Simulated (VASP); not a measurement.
# Mg7Te (R-3m) in VASP: relaxation of cell and atoms with PBE

Aim: the relaxation of cell and atoms of Mg7Te with PBE.

Everything below comes from runs of VASP 6.6.1. Logs are shortened: lines on timing, memory, paths and dates and some standing lists are left out, and cuts for length are marked.

### 1 The cell of the first run

It takes space group R-3m (No. 166, trigonal). The conventional cell has a = 7.064 Å, b = 7.064 Å, c = 13.077 Å, α = 90.00°, β = 90.00°, γ = 120.00°. Within 3.9 Å of Mg (site symmetry 2/m) lie 10 Mg at 2.98 to 3.53 Å and 2 Te at 3.53 Å. Mg (site symmetry 2/m) has 2 Te at 2.98 Å and 10 Mg at 2.98 to 3.53 Å within 3.9 Å. Within 3.9 Å of Mg (site symmetry -3m) lie 12 Mg at 2.98 to 3.53 Å. Te (site symmetry -3m) has 12 Mg at 2.98 to 3.53 Å within 3.9 Å.

The cell was built from a structure type or drawn by symmetry, and may not be a known phase.

### 2 Relaxation of cell and atoms, PBE

Input file INCAR:

```
  PREC = Accurate
  ENCUT = 600
  EDIFF = 1E-6
  ISMEAR = 0
  SIGMA = 0.2
  LREAL = F
  LASPH = T
  NELM = 80
  ALGO = Normal
  ISIF = 3
  LWAVE = F
  LCHARG = F
  GGA = PE
  IBRION = 2
  NSW = 36
  EDIFFG = -0.08
```

Input file KPOINTS:

```
Automatic mesh
0
Gamma
  3 3 3
```

Input file POSCAR:

```
Mg7Te
1.0
    3.5320237200      2.0392148500      4.3589521400
   -3.5320237200      2.0392148500      4.3589521400
    0.0000000000     -4.0784296900      4.3589521400
Mg Te
7 1
Direct
    0.0000000000      0.0000000000      0.5000000000
    0.5000000000      0.0000000000      0.0000000000
    0.0000000000      0.5000000000      0.0000000000
    0.5000000000      0.5000000000      0.0000000000
    0.0000000000      0.5000000000      0.5000000000
    0.5000000000      0.0000000000      0.5000000000
    0.0000000000      0.0000000000      0.0000000000
    0.5000000000      0.5000000000      0.5000000000
```

Potentials or basis: VASP PAW PBE potentials, release 64 (Mg, Te).

On the command line:

```console
$ cat potpaw_PBE.64/Mg/POTCAR potpaw_PBE.64/Te/POTCAR > POTCAR
$ mpirun -np 1 vasp_std > vasp.out
```

OUTCAR:

```text
PREC = Accurate
   ENCUT = 600
   EDIFF = 1E-6
   ISMEAR = 0
   LREAL = F
   LASPH = T
   NELM = 80
   ISIF = 3
   GGA = PE
   IBRION = 2
   NSW = 36
   EDIFFG = -0.08

 ion  position               nearest neighbor table
   1  0.000  0.000  0.500-   7 2.98   7 2.98   5 2.98   6 2.98   5 2.98   6 2.98   8 3.53   8 3.53
                             2 3.53   2 3.53   3 3.53   3 3.53
   2  0.500  0.000  0.000-   6 2.98   6 2.98   7 2.98   4 2.98   4 2.98   7 2.98   3 3.53   3 3.53
                             8 3.53   1 3.53   1 3.53   8 3.53
   3  0.000  0.500  0.000-   5 2.98   5 2.98   7 2.98   4 2.98   7 2.98   4 2.98   2 3.53   2 3.53
                             8 3.53   1 3.53   1 3.53   8 3.53
   4  0.500  0.500  0.000-   8 2.98   8 2.98   2 2.98   3 2.98   2 2.98   3 2.98   7 3.53   7 3.53
                             5 3.53   6 3.53   5 3.53   6 3.53
   5  0.000  0.500  0.500-   3 2.98   3 2.98   8 2.98   1 2.98   1 2.98   8 2.98   6 3.53   6 3.53
                             7 3.53   4 3.53   4 3.53   7 3.53
   6  0.500  0.000  0.500-   2 2.98   2 2.98   8 2.98   1 2.98   8 2.98   1 2.98   5 3.53   5 3.53
                             7 3.53   4 3.53   4 3.53   7 3.53
   7  0.000  0.000  0.000-   1 2.98   1 2.98   3 2.98   2 2.98   3 2.98   2 2.98   4 3.53   4 3.53
                             5 3.53   5 3.53   6 3.53   6 3.53
   8  0.500  0.500  0.500-   4 2.98   4 2.98   6 2.98   5 2.98   6 2.98   5 2.98   1 3.53   1 3.53
                             2 3.53   3 3.53   3 3.53   2 3.53

  LATTYP: Found a trigonal (rhomboedric) cell.
 ALAT       =     5.9694264818
 COS(alpha) =     0.2998162894

  Lattice vectors:

 A1 = (   3.5320237200,   2.0392148500,   4.3589521400)
 A2 = (  -3.5320237200,   2.0392148500,   4.3589521400)
 A3 = (   0.0000000000,  -4.0784296900,   4.3589521400)

Analysis of symmetry for initial positions (statically):
=====================================================================
 Subroutine PRICEL returns:
 Original cell was already a primitive cell.

 Routine SETGRP: Setting up the symmetry group for a
 trigonal (rhombohedral) supercell.

 Subroutine GETGRP returns: Found 12 space group operations
 (whereof 12 operations were pure point group operations)
 out of a pool of 12 trial point group operations.

The static configuration has the point symmetry D_3d.

Analysis of symmetry for dynamics (positions and initial velocities):
=====================================================================
 Subroutine PRICEL returns:
 Original cell was already a primitive cell.

 Routine SETGRP: Setting up the symmetry group for a
 trigonal (rhombohedral) supercell.

 Subroutine GETGRP returns: Found 12 space group operations
 (whereof 12 operations were pure point group operations)
 out of a pool of 12 trial point group operations.

The dynamic configuration has the point symmetry D_3d.

 Subroutine INISYM returns: Found 12 space group operations
 (whereof 12 operations are pure point group operations),
 and found     1 'primitive' translations

----------------------------------------------------------------------------------------

                                     Primitive cell

  volume of cell :     188.3736

  direct lattice vectors                    reciprocal lattice vectors
     3.532023720  2.039214850  4.358952140     0.141561903  0.081730803  0.076470978
    -3.532023720  2.039214850  4.358952140    -0.141561903  0.081730803  0.076470978
     0.000000000 -4.078429690  4.358952140     0.000000000 -0.163461606  0.076470978

  length of vectors
     5.969426482  5.969426482  5.969426480     0.180464698  0.180464698  0.180464698

  position of ions in fractional coordinates (direct lattice)
     0.000000000  0.000000000  0.500000000
     0.500000000  0.000000000  1.000000000
     0.000000000  0.500000000  1.000000000
     0.500000000  0.500000000  1.000000000
     0.000000000  0.500000000  0.500000000
     0.500000000  0.000000000  0.500000000
     0.000000000  0.000000000  0.000000000
     0.500000000  0.500000000  0.500000000

  ion indices of the primitive-cell ions
   primitive index   ion index
                 1           1
                 2           2
                 3           3
                 4           4
                 5           5
                 6           6
                 7           7
                 8           8

----------------------------------------------------------------------------------------

 KPOINTS: Automatic mesh

Automatic generation of k-mesh.
 Grid dimensions read from file:
 generate k-points for:    3    3    3

 Generating k-lattice:

  Cartesian coordinates                     Fractional coordinates (reciprocal lattice)
     0.047187301  0.027243601  0.025490326     0.333333333 -0.000000000 -0.000000000
    -0.047187301  0.027243601  0.025490326    -0.000000000  0.333333333 -0.000000000
     0.000000000 -0.054487202  0.025490326     0.000000000  0.000000000  0.333333333

  Length of vectors
     0.060154899  0.060154899  0.060154899

  Shift w.r.t. Gamma in fractional coordinates (k-lattice)
     0.000000000  0.000000000  0.000000000

 Subroutine IBZKPT returns following result:
 ===========================================

 Found      6 irreducible k-points:

 Following reciprocal coordinates:
            Coordinates               Weight
  0.000000  0.000000  0.000000      1.000000
  0.333333  0.000000  0.000000      6.000000
  0.333333  0.333333  0.000000      6.000000
 -0.333333  0.333333  0.000000      6.000000
  0.333333  0.333333  0.333333      2.000000
 -0.333333  0.333333  0.333333      6.000000
   k-points           NKPTS =      6   k-points in BZ     NKDIM =      6   number of bands    NBANDS=     15
   number of dos      NEDOS =    301   number of ions     NIONS =      8
   total plane-waves  NPLWV = 110592
   dimension x,y,z NGX =    48 NGY =   48 NGZ =   48
   dimension x,y,z NGXF=    96 NGYF=   96 NGZF=   96
   ions per type =               7   1
   NGX,Y,Z   is equivalent  to a cutoff of  13.37, 13.37, 13.37 a.u.
   NGXF,Y,Z  is equivalent  to a cutoff of  26.74, 26.74, 26.74 a.u.
 SYSTEM =  unknown system
   PREC   = accura    normal or accurate (medium, high low for compatibility)
   ISTART =      0    job   : 0-new  1-cont  2-samecut
   ICHARG =      2    charge: 1-file 2-atom 10-const
   ISPIN  =      1    spin polarized calculation?
   LNONCOLLINEAR =      F non collinear calculations
   LSORBIT =      F    spin-orbit coupling
   LASPH  =      T    aspherical Exc in radial PAW
   ENCUT  =  600.0 eV  44.10 Ry    6.64 a.u.  11.92 11.92 11.92*2*pi/ulx,y,z
   NELM   =     80;   NELMIN=  2; NELMDL= -5     # of ELM steps
   EDIFF  = 0.1E-05   stopping-criterion for ELM
   LREAL  =      F    real-space projection
   EDIFFG = -.8E-01   stopping-criterion for IOM
   NSW    =     36    number of steps for IOM
   IBRION =      2    ionic relax: 0-MD 1-quasi-New 2-CG
   NFREE  =      1    steps in history (QN), initial steepest desc. (CG)
   ISIF   =      3    stress and relaxation
   ISYM   =      2    0-nonsym 1-usesym 2-fastsym
   POTIM  = 0.5000    time-step for ionic-motion
   TEBEG  =    0.0;   TEEND  =   0.0 temperature during run
   PSTRESS=    0.0 pullay stress
   NELECT =      20.0000    total number of electrons
   NUPDOWN=      -1.0000    fix difference up-down
   EMIN   =  10.00;   EMAX   =-10.00  energy-range for DOS
   EFERMI =   0.00;   METHOD = LEGACY
   ISMEAR =     0;   SIGMA  =   0.20  broadening in eV -4-tet -1-fermi 0-gaus
   EFERMI_NEDOS =   21; number of points for ismear=-14 and -15
   IALGO  =     38    algorithm
   IMIX   =      4    mixing-type and parameters
     AMIX     =   0.40;   BMIX     =  1.00
     AMIX_MAG =   1.60;   BMIX_MAG =  1.00
  volume/ion in A,a.u.               =      23.55       158.90
  Fermi-wavevector in a.u.,A,eV,Ry     =   0.775196  1.464908  8.176133  0.600929
  Thomas-Fermi vector in A             =   1.877412
   LORBIT       =      0    0 simple, 1 ext, 2 COOP (PROOUT), +10 PAW based schemes
   GGA     = PE    functional components
   LHFCALC =     F    Hartree Fock is set to
   AEXX    =    0.0000 exact exchange contribution
   IVDW    =     0    specifies the selected vdW correction
   LEPSILON=     F    determine dielectric tensor
   LRPA    =     F    only Hartree local field effects (RPA)
 conjugate gradient relaxation of ions
 non-spin polarized calculation
 Gauss-broadening in eV      SIGMA  =   0.20
  energy-cutoff  :      600.00
  volume of cell :      188.37
 maximum number of plane-waves:      6323
   NGX = 23   NGY = 23   NGZ = 23

--------------------------------------- Ionic step        1  -------------------------------------------

 number of electron      20.0000000 magnetization

 Free energy of the ion-electron system (eV)
  ---------------------------------------------------
  ext. energy  EPLUGINS =         0.00000000
  ---------------------------------------------------
  free energy    TOTEN  =       -13.35495303 eV

  energy without entropy =      -13.25671156  energy(sigma->0) =      -13.30583230

------------------------ aborting loop because EDIFF is reached ----------------------------------------

  FORCE on cell =-STRESS in cart. coord.  units (eV):
  Direction    XX          YY          ZZ          XY          YZ          ZX
  --------------------------------------------------------------------------------------
  -------------------------------------------------------------------------------------
  Total       -1.3479471     -1.3479471     12.1110168      0.0000000      0.0000000     -0.0000000
  in kB      -11.4647210    -11.4647210    103.0080685      0.0000000      0.0000001     -0.0000000
  external PRESSURE =      26.6928755 kB  Pullay stress =       0.0000000 kB

 VOLUME and BASIS-vectors are now :
 -----------------------------------------------------------------------------
  energy-cutoff  :      600.00
  volume of cell :      188.37
      direct lattice vectors                 reciprocal lattice vectors
     3.532023720  2.039214850  4.358952140     0.141561903  0.081730803  0.076470978
    -3.532023720  2.039214850  4.358952140    -0.141561903  0.081730803  0.076470978
     0.000000000 -4.078429690  4.358952140     0.000000000 -0.163461606  0.076470978
[... 169 lines left out ...]
 POSITION                                       TOTAL-FORCE (eV/Angst)
 -----------------------------------------------------------------------------------
      0.00000     -1.86898      2.72066         0.000000     -0.000000     -0.000000
      1.61858      0.93449      2.72066        -0.000000     -0.000000      0.000000
     -1.61858      0.93449      2.72066         0.000000      0.000000      0.000000
      0.00000      1.86898      5.44132         0.000000     -0.000000     -0.000000
     -1.61858     -0.93449      5.44132        -0.000000      0.000000      0.000000
      1.61858     -0.93449      5.44132        -0.000000     -0.000000     -0.000000
     -0.00000     -0.00000      0.00000        -0.000000      0.000000      0.000000
      0.00000      0.00000      8.16197        -0.000000      0.000000     -0.000000
 -----------------------------------------------------------------------------------
    total drift:                                0.000000      0.000000     -0.000000

  FREE ENERGIE OF THE ION-ELECTRON SYSTEM (eV)
  ---------------------------------------------------
  free  energy   TOTEN  =       -14.7043216876 eV

  energy  without entropy=      -14.6364614987  energy(sigma->0) =      -14.67039159

--------------------------------------- Ionic step        6  -------------------------------------------

 number of electron      20.0000001 magnetization

 Free energy of the ion-electron system (eV)
  ---------------------------------------------------
  ext. energy  EPLUGINS =         0.00000000
  ---------------------------------------------------
  free energy    TOTEN  =       -14.77256970 eV

  energy without entropy =      -14.70530063  energy(sigma->0) =      -14.73893516

 E-fermi :   3.6117     XC(G=0):  -8.7017

 val. band max:        3.5994145650   @ k =   0.0000   0.0000   0.0000
 cond. band min:       3.8818738420   @ k =  -0.3333   0.3333   0.3333
 fundamental gap:      0.2824592771
 Fermi energy:         3.6117243041

 k-point     1 :       0.0000    0.0000    0.0000
  band No.  band energies     occupation
      1      -8.3015      2.00000
      2      -2.0428      2.00000
      3      -0.5305      2.00000
      4      -0.5305      2.00000
      5      -0.5305      2.00000
      6       1.8009      2.00000
      7       2.0642      2.00000
      8       2.0656      2.00000
      9       2.0656      2.00000
     10       2.7373      2.00000
     11       2.7373      2.00000
     12       2.7373      2.00000
     13       3.5994      1.06936
     14       4.0518      0.00186
     15       4.0518      0.00186
[... 110 lines left out ...]
 POSITION                                       TOTAL-FORCE (eV/Angst)
 -----------------------------------------------------------------------------------
     -3.22387      0.00000      7.89799        -0.000000     -0.000000     -0.000000
      1.61193      0.93065      2.63266        -0.000000     -0.000000     -0.000000
     -1.61193      0.93065      2.63266         0.000000      0.000000      0.000000
      0.00000      1.86130      5.26533        -0.000000      0.000000      0.000000
     -1.61193     -0.93065      5.26533        -0.000000     -0.000000      0.000000
     -1.61193      0.93065     10.53065         0.000000      0.000000     -0.000000
      3.22387      1.86130      5.26533        -0.000000      0.000000     -0.000000
      0.00000      0.00000      7.89799        -0.000000     -0.000000      0.000000
 -----------------------------------------------------------------------------------
    total drift:                                0.000000      0.000000     -0.000000

  FREE ENERGIE OF THE ION-ELECTRON SYSTEM (eV)
  ---------------------------------------------------
  free  energy   TOTEN  =       -14.7725696978 eV

  energy  without entropy=      -14.7053006267  energy(sigma->0) =      -14.73893516

 reached required accuracy - stopping structural energy minimisation
```

Wall time 4.1 min (1 thread of Intel Xeon 8259CL, shared host); peak memory 0.34 GiB.

Results:

* Free energy: -14.7726 eV
* Relaxed volume: 23.70 Å³/atom
* Relaxed cell: a = 6.448 Å, b = 6.448 Å, c = 6.448 Å, α = 59.99°, β = 59.99°, γ = 59.99°
* Space group after relaxing (to 0.1 Å): Fm-3m (No. 225)
* Energy gained by relaxing: 177.2 meV/atom
* Ionic steps: 6
* Pressure after relaxing: -0.3 GPa
* Band gap on the k mesh: zero (bands 10 and 11 overlap by 1.74 eV)

Step by step:
| step | energy change (eV) | largest force (eV/Å) | pressure (GPa) | volume (Å³) |
| --- | --- | --- | --- | --- |
| 1 | 0.0000 | 0.0000 | 2.67 | 188.37 |
| 2 | -0.6827 | 0.0000 | -0.50 | 198.86 |
| 3 | -0.9526 | 0.0000 | -3.59 | 215.25 |
| 4 | -1.3374 | 0.0000 | -1.99 | 199.87 |
| 5 | -1.3494 | 0.0000 | -1.60 | 197.53 |
| 6 | -1.4176 | 0.0000 | -0.28 | 189.57 |

Final structure:
```xyz
8
Lattice="3.2239 1.8613 5.2653 -3.2239 1.8613 5.2653 0.0000 -3.7226 5.2653" Properties=species:S:1:pos:R:3 pbc="T T T"
Mg   -3.2239    0.0000    7.8980
Mg    1.6119    0.9307    2.6327
Mg   -1.6119    0.9307    2.6327
Mg    0.0000    1.8613    5.2653
Mg   -1.6119   -0.9307    5.2653
Mg   -1.6119    0.9307   10.5307
Mg    3.2239    1.8613    5.2653
Te    0.0000    0.0000    7.8980
```

Levels at points of the mesh, in eV from the Fermi level:
```
           k point  band 6  band 7  band 8  band 9  band 10  band 11  band 12  band 13  band 14  band 15
(0.00, 0.00, 0.00)   -1.81   -1.55   -1.55   -1.55    -0.87    -0.87    -0.87    -0.01     0.44     0.44
```

Caveat: the k points lie up to 0.40 Å⁻¹ apart in the final cell, too coarse for converged energies and pressures of a metal; spin-orbit coupling is left out, which moves the levels of the heavy elements.
